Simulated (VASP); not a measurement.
# Tc (Fm-3m) in VASP: further runs

The runs below take Tc through relaxation of cell and atoms, with PBEsol.

Program: VASP 6.6.1. These are calculated values, not measurements. Logs are shortened: lines on timing, memory, paths and dates and some standing lists are left out, and cuts for length are marked.

## 1. The cell of the first run

It takes space group Fm-3m (No. 225, cubic). The conventional cell has a = 3.850 Å, b = 3.850 Å, c = 3.850 Å, α = 90.00°, β = 90.00°, γ = 90.00°. Within 3.6 Å of Tc (site symmetry m-3m) lie 12 Tc at 2.72 Å.

This isn't the form of Tc at room conditions, which is hcp.

## 2. Relaxation of cell and atoms, PBEsol, target pressure 40 GPa, at which the enthalpy is minimised

INCAR

```
PREC = Accurate
ENCUT = 500
EDIFF = 1E-7
ISMEAR = -1
SIGMA = 0.05
LREAL = False
LASPH = True
NELM = 120
ALGO = Normal
ISIF = 3
LWAVE = False
LCHARG = False
GGA = PS
IBRION = 2
NSW = 60
EDIFFG = -0.03
PSTRESS = 400.0
GGA_COMPAT = False
NELMIN = 4
```

KPOINTS

```
Automatic mesh
0
Gamma
  10 10 10
```

POSCAR

```
Tc
1.0
    0.0000000000      1.9250000000      1.9250000000
    1.9250000000      0.0000000000      1.9250000000
    1.9250000000      1.9250000000      0.0000000000
Tc
1
Direct
    0.0000000000      0.0000000000      0.0000000000
```

Potentials or basis: VASP PAW PBE potentials, release 64 (Tc_pv).

Command:

```
cat potpaw_PBE.64/Tc_pv/POTCAR > POTCAR
mpirun -np 1 vasp_std > vasp.out
```

OUTCAR:

```text
PREC = Accurate
   ENCUT = 500
   EDIFF = 1E-7
   ISMEAR = -1
   LREAL = False
   LASPH = True
   NELM = 120
   ISIF = 3
   GGA = PS
   IBRION = 2
   NSW = 60
   EDIFFG = -0.03
   PSTRESS = 400.0
   NELMIN = 4

 ion  position               nearest neighbor table
   1  0.000  0.000  0.000-

  LATTYP: Found a face centered cubic cell.
 ALAT       =     3.8500000000

  Lattice vectors:

 A1 = (   0.0000000000,   1.9250000000,   1.9250000000)
 A2 = (   1.9250000000,   0.0000000000,   1.9250000000)
 A3 = (   1.9250000000,   1.9250000000,   0.0000000000)

Analysis of symmetry for initial positions (statically):
=====================================================================
 Subroutine PRICEL returns:
 Original cell was already a primitive cell.

 Routine SETGRP: Setting up the symmetry group for a
 face centered cubic supercell.

 Subroutine GETGRP returns: Found 48 space group operations
 (whereof 48 operations were pure point group operations)
 out of a pool of 48 trial point group operations.

The static configuration has the point symmetry O_h .

Analysis of symmetry for dynamics (positions and initial velocities):
=====================================================================
 Subroutine PRICEL returns:
 Original cell was already a primitive cell.

 Routine SETGRP: Setting up the symmetry group for a
 face centered cubic supercell.

 Subroutine GETGRP returns: Found 48 space group operations
 (whereof 48 operations were pure point group operations)
 out of a pool of 48 trial point group operations.

The dynamic configuration has the point symmetry O_h .

 Subroutine INISYM returns: Found 48 space group operations
 (whereof 48 operations are pure point group operations),
 and found     1 'primitive' translations

----------------------------------------------------------------------------------------

                                     Primitive cell

  volume of cell :      14.2667

  direct lattice vectors                    reciprocal lattice vectors
     0.000000000  1.925000000  1.925000000    -0.259740260  0.259740260  0.259740260
     1.925000000  0.000000000  1.925000000     0.259740260 -0.259740260  0.259740260
     1.925000000  1.925000000  0.000000000     0.259740260  0.259740260 -0.259740260

  length of vectors
     2.722361108  2.722361108  2.722361108     0.449883327  0.449883327  0.449883327

  position of ions in fractional coordinates (direct lattice)
     0.000000000  0.000000000  0.000000000

  ion indices of the primitive-cell ions
   primitive index   ion index
                 1           1

----------------------------------------------------------------------------------------

 KPOINTS: Automatic mesh

Automatic generation of k-mesh.
 Grid dimensions read from file:
 generate k-points for:   10   10   10

 Generating k-lattice:

  Cartesian coordinates                     Fractional coordinates (reciprocal lattice)
    -0.025974026  0.025974026  0.025974026     0.100000000  0.000000000  0.000000000
     0.025974026 -0.025974026  0.025974026     0.000000000  0.100000000  0.000000000
     0.025974026  0.025974026 -0.025974026     0.000000000  0.000000000  0.100000000

  Length of vectors
     0.044988333  0.044988333  0.044988333

  Shift w.r.t. Gamma in fractional coordinates (k-lattice)
     0.000000000  0.000000000  0.000000000

 Subroutine IBZKPT returns following result:
 ===========================================

 Found     47 irreducible k-points:

 Following reciprocal coordinates:
            Coordinates               Weight
  0.000000  0.000000  0.000000      1.000000
  0.100000  0.000000  0.000000      8.000000
  0.200000  0.000000  0.000000      8.000000
  0.300000  0.000000  0.000000      8.000000
  0.400000  0.000000  0.000000      8.000000
  0.500000  0.000000  0.000000      4.000000
[... 16 lines left out ...]
  0.300000  0.300000  0.000000      6.000000
  0.400000  0.300000  0.000000     24.000000
 [... further k-points ...]
   k-points           NKPTS =     47   k-points in BZ     NKDIM =     47   number of bands    NBANDS=     10
   number of dos      NEDOS =    301   number of ions     NIONS =      1
   total plane-waves  NPLWV =   8000
   dimension x,y,z NGX =    20 NGY =   20 NGZ =   20
   dimension x,y,z NGXF=    40 NGYF=   40 NGZF=   40
   ions per type =               1
   NGX,Y,Z   is equivalent  to a cutoff of  12.21, 12.21, 12.21 a.u.
   NGXF,Y,Z  is equivalent  to a cutoff of  24.43, 24.43, 24.43 a.u.
 SYSTEM =  unknown system
   PREC   = accura    normal or accurate (medium, high low for compatibility)
   ISTART =      0    job   : 0-new  1-cont  2-samecut
   ICHARG =      2    charge: 1-file 2-atom 10-const
   ISPIN  =      1    spin polarized calculation?
   LNONCOLLINEAR =      F non collinear calculations
   LSORBIT =      F    spin-orbit coupling
   LASPH  =      T    aspherical Exc in radial PAW
   ENCUT  =  500.0 eV  36.75 Ry    6.06 a.u.   4.96  4.96  4.96*2*pi/ulx,y,z
   NELM   =    120;   NELMIN=  4; NELMDL= -5     # of ELM steps
   EDIFF  = 0.1E-06   stopping-criterion for ELM
   LREAL  =      F    real-space projection
   EDIFFG = -.3E-01   stopping-criterion for IOM
   NSW    =     60    number of steps for IOM
   IBRION =      2    ionic relax: 0-MD 1-quasi-New 2-CG
   NFREE  =      1    steps in history (QN), initial steepest desc. (CG)
   ISIF   =      3    stress and relaxation
   ISYM   =      2    0-nonsym 1-usesym 2-fastsym
   POTIM  = 0.5000    time-step for ionic-motion
   TEBEG  =    0.0;   TEEND  =   0.0 temperature during run
   PSTRESS=  400.0 pullay stress
   NELECT =      13.0000    total number of electrons
   NUPDOWN=      -1.0000    fix difference up-down
   EMIN   =  10.00;   EMAX   =-10.00  energy-range for DOS
   EFERMI =   0.00;   METHOD = LEGACY
   ISMEAR =    -1;   SIGMA  =   0.05  broadening in eV -4-tet -1-fermi 0-gaus
   EFERMI_NEDOS =   21; number of points for ismear=-14 and -15
   IALGO  =     38    algorithm
   IMIX   =      4    mixing-type and parameters
     AMIX     =   0.40;   BMIX     =  1.00
     AMIX_MAG =   1.60;   BMIX_MAG =  1.00
  volume/ion in A,a.u.               =      14.27        96.28
  Fermi-wavevector in a.u.,A,eV,Ry     =   1.587140  2.999260 34.273254  2.519013
  Thomas-Fermi vector in A             =   2.686343
   LORBIT       =      0    0 simple, 1 ext, 2 COOP (PROOUT), +10 PAW based schemes
   GGA     = PS    functional components
   LHFCALC =     F    Hartree Fock is set to
   AEXX    =    0.0000 exact exchange contribution
   IVDW    =     0    specifies the selected vdW correction
   LEPSILON=     F    determine dielectric tensor
   LRPA    =     F    only Hartree local field effects (RPA)
 conjugate gradient relaxation of ions
 non-spin polarized calculation
  energy-cutoff  :      500.00
  volume of cell :       14.27
 maximum number of plane-waves:       372
   NGX =  9   NGY =  9   NGZ =  9

--------------------------------------- Ionic step        1  -------------------------------------------

 number of electron      12.9999996 magnetization

 Free energy of the ion-electron system (eV)
  ---------------------------------------------------
  ext. energy  EPLUGINS =         0.00000000
  ---------------------------------------------------
  free energy    TOTEN  =       -11.17906114 eV

  energy without entropy =      -11.16416798  energy(sigma->0) =      -11.17161456

------------------------ aborting loop because EDIFF is reached ----------------------------------------

  FORCE on cell =-STRESS in cart. coord.  units (eV):
  Direction    XX          YY          ZZ          XY          YZ          ZX
  --------------------------------------------------------------------------------------
  -------------------------------------------------------------------------------------
  Total       -0.3948789     -0.3948789     -0.3948789     -0.0000000     -0.0000000      0.0000000
  in kB      -44.3457763    -44.3457763    -44.3457763     -0.0000000     -0.0000000      0.0000000
  external PRESSURE =    -444.3457763 kB  Pullay stress =     400.0000000 kB
[... 133 lines left out ...]
  enthalpy is  TOTEN    =        -7.8472750927 eV   P V=        3.2163888594

--------------------------------------- Ionic step        5  -------------------------------------------

 number of electron      13.0000002 magnetization

 Free energy of the ion-electron system (eV)
  ---------------------------------------------------
  ext. energy  EPLUGINS =         0.00000000
  ---------------------------------------------------
  free energy    TOTEN  =       -11.02813249 eV

  energy without entropy =      -11.01273313  energy(sigma->0) =      -11.02043281

 E-fermi :  14.8133     XC(G=0): -14.6418

 val. band max:       14.7787154312   @ k =   0.4000   0.3000   0.0000
 cond. band min:      14.8142453433   @ k =   0.3000   0.2000   0.1000
 fundamental gap:      0.0355299121
 Fermi energy:        14.8132976355

 k-point     1 :       0.0000    0.0000    0.0000
  band No.  band energies     occupation
      1     -23.2478      2.00000
      2     -23.2478      2.00000
      3     -23.2478      2.00000
      4       6.7869      2.00000
      5      12.6860      2.00000
      6      12.6860      2.00000
      7      12.6860      2.00000
      8      15.8359      0.00000
      9      15.8359      0.00000
     10      28.7424      0.00000
[... 287 lines left out ...]
 k-point    24 :       0.4000    0.3000    0.0000
  band No.  band energies     occupation
      1     -24.6760      2.00000
      2     -23.8234      2.00000
      3     -23.7606      2.00000
      4       8.9248      2.00000
      5       9.4325      2.00000
      6      14.7787      1.33267
      7      16.1938      0.00000
      8      18.1567      0.00000
      9      18.5182      0.00000
     10      30.9071      0.00000

 [... further k-points ...]
[... 5 lines left out ...]
  --------------------------------------------------------------------------------------
  -------------------------------------------------------------------------------------
  Total        3.1831968      3.1831968      3.1831968      0.0000000      0.0000000     -0.0000000
  in kB      400.6291170    400.6291170    400.6291170      0.0000000      0.0000000     -0.0000000
  external PRESSURE =       0.6291170 kB  Pullay stress =     400.0000000 kB
[... 16 lines left out ...]
  FREE ENERGIE OF THE ION-ELECTRON SYSTEM (eV)
  ---------------------------------------------------
  free  energy   TOTEN  =       -11.0281324944 eV

  energy  without entropy=      -11.0127331330  energy(sigma->0) =      -11.02043281

  enthalpy is  TOTEN    =        -7.8499343380 eV   P V=        3.1781981564

 reached required accuracy - stopping structural energy minimisation
```

Run time: 16 s. Hardware: 1 thread of Intel Xeon Platinum 8488C (Sapphire Rapids), shared host; peak memory 0.13 GiB.

Results:

| Quantity | Value |
| --- | --- |
| Free energy | -11.0281 eV |
| Relaxed volume | 12.73 Å³/atom |
| Relaxed cell | a = 2.621 Å, b = 2.621 Å, c = 2.621 Å, α = 60.00°, β = 60.00°, γ = 60.00° |
| Space group after relaxing (to 0.1 Å) | Fm-3m (No. 225) |
| Energy change on relaxing (the run minimises the enthalpy) | +150.9 meV/atom |
| Ionic steps | 5 |
| Pressure after relaxing | 40.1 GPa |
| Band gap on the k mesh | zero (an odd number of electrons rules out a gap without spin polarisation) |

The path:
| step | energy change (eV) | largest force (eV/Å) | pressure (GPa) | volume (Å³) |
| --- | --- | --- | --- | --- |
| 1 | 0.0000 | 0.0000 | -4.43 | 14.27 |
| 2 | 8.7560 | 0.0000 | 733.88 | 7.56 |
| 3 | 0.0780 | 0.0000 | 27.77 | 13.08 |
| 4 | 0.1154 | 0.0000 | 34.44 | 12.88 |
| 5 | 0.1509 | 0.0000 | 40.06 | 12.73 |

Final structure:
```cif
data_structure
_symmetry_space_group_name_H-M 'P 1'
_symmetry_Int_Tables_number 1
_cell_length_a 2.6209
_cell_length_b 2.6209
_cell_length_c 2.6209
_cell_angle_alpha 60.000
_cell_angle_beta 60.000
_cell_angle_gamma 60.000
_cell_volume 12.73
loop_
_atom_site_label
_atom_site_type_symbol
_atom_site_fract_x
_atom_site_fract_y
_atom_site_fract_z
_atom_site_occupancy
Tc1 Tc 0.00000 0.00000 0.00000 1
```

Levels at points of the mesh, in eV from the Fermi level:
```csv
k point,band 5,band 6,band 7,band 8,band 9,band 10
"(0.00, 0.00, 0.00)",-2.13,-2.13,-2.13,1.02,1.02,13.93
"(0.50, 0.00, 0.00)",-2.35,-2.35,1.61,3.49,3.49,13.65
"(0.50, 0.50, 0.00)",-6.30,3.43,4.21,4.21,4.58,14.02
```

Caveat: the cell is relaxed towards a set pressure, so the run minimises the enthalpy, not the energy; the PAW data sets were made with another functional, which shifts forces and pressure a little.

## 3. Relaxation of cell and atoms, PBEsol, target pressure 60 GPa, at which the enthalpy is minimised

INCAR: that of step 2 with these lines changed.

```diff
@@ -16,3 +16,3 @@
 EDIFFG = -0.03
-PSTRESS = 400.0
+PSTRESS = 600.0
 GGA_COMPAT = False
```

KPOINTS

```
regular mesh
0
Gamma
  10 10 10
```

POSCAR is that of step 2.

Potentials or basis: VASP PAW PBE potentials, release 64 (Tc_pv).

Command:

```
cat potpaw_PBE.64/Tc_pv/POTCAR > POTCAR
mpirun -np 1 vasp_std > vasp.out
```

Run time: 33 s. Hardware: 1 thread of Intel Xeon Platinum 8488C (Sapphire Rapids), shared host; peak memory 0.14 GiB.

Results (log left out):

```yaml
Free_energy: -10.8799 eV
Relaxed_volume: 12.25 Å³/atom
Relaxed_cell: a = 2.588 Å, b = 2.588 Å, c = 2.588 Å, α = 60.00°, β = 60.00°, γ = 60.00°
Space_group_after_relaxing_to_0.1_Å: Fm-3m (No. 225)
Energy_change_on_relaxing_the_run_minimises_the_enthalpy: +299.2 meV/atom
Ionic_steps: 15
Pressure_after_relaxing: 59.8 GPa
Band_gap_on_the_k_mesh: zero (an odd number of electrons rules out a gap without spin polarisation)
```

Step by step:
```tsv
step	energy change (eV)	largest force (eV/Å)	pressure (GPa)	volume (Å³)
1	0.0000	0.0000	-4.43	14.27
2	26.2640	0.0000	2137.84	5.40
3	0.0931	0.0000	30.58	12.99
4	0.1666	0.0000	42.40	12.67
5	0.3058	0.0000	60.59	12.23
6	0.2914	0.0000	58.86	12.27
7	0.2921	0.0000	58.94	12.27
8	0.2943	0.0000	59.20	12.26
9	0.2944	0.0000	59.21	12.26
10	0.2944	0.0000	59.22	12.26
11	0.2946	0.0000	59.24	12.26
12	0.2949	0.0000	59.27	12.26
13	0.2955	0.0000	59.35	12.26
14	0.2967	0.0000	59.49	12.26
15	0.2992	0.0000	59.78	12.25
```

Final structure:
```
Tc
1.0
     0.00000    1.82973    1.82973
     1.82973    0.00000    1.82973
     1.82973    1.82973    0.00000
Tc
1
Direct
  0.00000 0.00000 0.00000
```

Levels at points of the mesh, in eV from the Fermi level:
| k point | band 4 | band 5 | band 6 | band 7 | band 8 | band 9 | band 10 |
| --- | --- | --- | --- | --- | --- | --- | --- |
| (0.00, 0.00, 0.00) | -8.19 | -2.27 | -2.27 | -2.27 | 1.06 | 1.06 | 13.84 |
| (0.50, 0.00, 0.00) | -6.64 | -2.52 | -2.52 | 1.75 | 3.68 | 3.68 | 13.32 |
| (0.50, 0.50, 0.00) | -7.37 | -6.67 | 3.62 | 4.44 | 4.44 | 4.83 | 14.32 |

Caveat: the cell is relaxed towards a set pressure, so the run minimises the enthalpy, not the energy; the PAW data sets were made with another functional, which shifts forces and pressure a little.
